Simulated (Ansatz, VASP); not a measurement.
# One calculation of NbP, two programs

```
CELL_PARAMETERS angstrom
-1.66250 1.66250 5.69000
1.66250 -1.66250 5.69000
1.66250 1.66250 -5.69000
ATOMIC_POSITIONS crystal
Nb 0.00000 0.00000 0.00000
Nb 0.75000 0.25000 0.50000
P 0.50000 0.50000 0.00000
P 0.25000 0.75000 0.50000
```

Alike in both runs: task electric field gradients; functional PBE; k mesh 17 × 17 × 17; occupations fermi-dirac, width 0.05 eV; no spin polarisation.

```csv
,VASP,Ansatz
version,VASP 6.6.1,Ansatz 0.2.0
potentials or method,"VASP PAW PBE potentials, release 64 (Nb_sv, P), cutoff 520 eV","all-electron PAW with datasets made for the crystal, scalar-relativistic"
```

|  | VASP | Ansatz | Ansatz less VASP |
| --- | --- | --- | --- |
| pressure (GPa) | 18.7 | 19.1 | +0.45 |
| traceless stress, the component that is largest in VASP (GPa) | -29.83 | -30.12 | -0.289 |
| size of Vzz on the site where it differs most (V/Å²) | 110.4 | 100.3 | -10.13 |

Ansatz ran all-electron here, and VASP with PAW potentials.
